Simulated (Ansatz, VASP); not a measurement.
**One calculation of Ge2Sb2Te5, two programs**

Contents of INCAR:

```
  PREC = Accurate
  ENCUT = 520
  EDIFF = 1E-6
  ISMEAR = -1
  SIGMA = 0.05
  LREAL = False
  LASPH = True
  NELM = 60
  ALGO = Normal
  ISIF = 2
  LWAVE = False
  LCHARG = True
  GGA = PE
  LELF = True
  LVHAR = True
  NBANDS = 44
```

File KPOINTS:

```
Automatic mesh
0
Gamma
  5 5 4
```

File POSCAR:

```
Ge2Sb2Te5
1.0
    6.9732707599     -3.1261390312      0.0000000000
    6.9732707599      3.1261390312      0.0000000000
   -6.9649517389      0.0000000000      6.9819099393
Te Sb Ge
5 2 2
Direct
    0.5947020000      0.5947020000      0.3864330000
    0.7952880000      0.7952880000      0.1961120000
    0.0083240000      0.0083240000      0.0064350000
    0.2065190000      0.2065190000      0.8098030000
    0.3999590000      0.3999590000      0.5971180000
    0.9017080000      0.9017080000      0.5878730000
    0.1118700000      0.1118700000      0.4173520000
    0.2842870000      0.2842870000      0.1878300000
    0.4973430000      0.4973430000      0.0110440000
```

File input.yaml:

```yaml
crystal:
  lattice:
    - [6.9732707599, -3.1261390312, 0.0]
    - [6.9732707599, 3.1261390312, 0.0]
    - [-6.9649517389, 0.0, 6.9819099393]
  atoms:
    - { symbol: Te, position: [0.594702, 0.594702, 0.386433] }
    - { symbol: Te, position: [0.795288, 0.795288, 0.196112] }
    - { symbol: Te, position: [0.008324, 0.008324, 0.006435] }
    - { symbol: Te, position: [0.206519, 0.206519, 0.809803] }
    - { symbol: Te, position: [0.399959, 0.399959, 0.597118] }
    - { symbol: Sb, position: [0.901708, 0.901708, 0.587873] }
    - { symbol: Sb, position: [0.11187, 0.11187, 0.417352] }
    - { symbol: Ge, position: [0.284287, 0.284287, 0.18783] }
    - { symbol: Ge, position: [0.497343, 0.497343, 0.011044] }
hamiltonian:
  xc: pbe
  pseudopotentials: { kind: paw }
kpoints:
  mp_grid: { grid: [5, 5, 4] }
scf:
  occupations: { method: fermi_dirac, width: 0.05 }
output:
  forces: true
  stress: true
  eigenvalues: true
```

Alike in both runs: task single point; functional PBE; k mesh 5 × 5 × 4; occupations fermi-dirac, width 0.05 eV; no spin polarisation.

|  | VASP | Ansatz |
| --- | --- | --- |
| version | VASP 6.6.1 | Ansatz 0.2.0 |
| potentials or method | VASP PAW PBE potentials, release 64 (Te, Sb, Ge_d) | Ansatz PAW |
| plane-wave cutoff (eV) | 520 | 420 |
| valence electrons in the cell | 68 | 138 |

Ansatz gave:

| Item | Value |
| --- | --- |
| gap on the k mesh at the Fermi level (eV) | 0.31 |
| least direct gap on the mesh (eV) | 0.36 |
| pressure (GPa) | -2.4 |
| traceless stress, the component that is largest in VASP (GPa) | 0.10 |
| rms of the force components (eV/Å) | 0.128 |

Which values does VASP return?

gap on the k mesh at the Fermi level (eV): 0.30; least direct gap on the mesh (eV): 0.35; pressure (GPa): -2.4; traceless stress, the component that is largest in VASP (GPa): 0.11; rms of the force components (eV/Å): 0.125.

Atom by atom the forces differ by 0.004 eV/Å (rms over components). VASP's potentials hold 68 valence electrons a cell and Ansatz's 138, so a difference there can come from the potentials and not from the codes.

Neither program's run includes spin-orbit coupling. Noted on Ansatz's run: odd divisions of the mesh miss points on the zone boundary, where band edges often lie, so the gap on the mesh can be too wide.
